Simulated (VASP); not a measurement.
**Al4Co3Ru: single point with PBE**

The system is Al4Co3Ru.

```
CELL_PARAMETERS angstrom
-2.89587 2.89587 2.89587
2.89587 -2.89587 2.89587
2.89587 2.89587 -2.89587
ATOMIC_POSITIONS crystal
Al 0.50000 0.50000 0.50000
Al 0.00000 0.50000 0.00000
Al 0.50000 0.00000 0.00000
Al 0.00000 0.00000 0.50000
Co 0.50000 0.00000 0.50000
Co 0.00000 0.50000 0.50000
Co 0.50000 0.50000 0.00000
Ru 0.00000 0.00000 0.00000
```

* Program: VASP 6.6.1
* Task: single point
* Functional: PBE
* Potentials or basis: VASP PAW PBE potentials, release 64 (Al, Co, Ru_pv)
* Cutoff: 520 eV
* k mesh: 4 × 4 × 4
* Occupations: gaussian, width 0.1 eV
* Spin: collinear spin, ferromagnetic start
* Starting moments: [0.0, 0.0, 0.0, 0.0, 3.0, 3.0, 3.0, 0.0] μB

| Quantity | Value |
| --- | --- |
| Pressure | 0.1 GPa |
| Net moment | 0.00 μB per cell |
| Valence electrons inside the program's atomic spheres | Al 0.81; Co 8.38; Ru 12.94 |

Levels at points of the mesh, in eV from the Fermi level:
Spin up:
| k point | band 24 | band 25 | band 26 | band 27 | band 28 | band 29 |
| --- | --- | --- | --- | --- | --- | --- |
| (0.00, 0.00, 0.00) | -1.01 | -0.31 | -0.31 | -0.31 | 0.16 | 0.48 |
| (0.50, 0.00, 0.00) | -0.70 | -0.67 | -0.04 | 0.01 | 0.63 | 1.43 |
| (0.50, 0.50, 0.50) | -0.18 | 0.29 | 0.29 | 0.66 | 1.33 | 1.33 |
Spin down:
| k point | band 24 | band 25 | band 26 | band 27 | band 28 | band 29 |
| --- | --- | --- | --- | --- | --- | --- |
| (0.00, 0.00, 0.00) | -1.01 | -0.31 | -0.31 | -0.31 | 0.16 | 0.48 |
| (0.50, 0.00, 0.00) | -0.70 | -0.67 | -0.04 | 0.01 | 0.63 | 1.43 |
| (0.50, 0.50, 0.50) | -0.18 | 0.29 | 0.29 | 0.66 | 1.33 | 1.33 |

Wall time 2.3 min on 1 thread of Intel(R) Xeon(R) Platinum 8259CL CPU @ 2.50GHz (Skylake/Cascade Lake), on a shared host, peak memory 0.3 GiB.

Caveat: the k points lie up to 0.38 Å⁻¹ apart; the starting moments collapsed, and a magnetic state may lie lower.
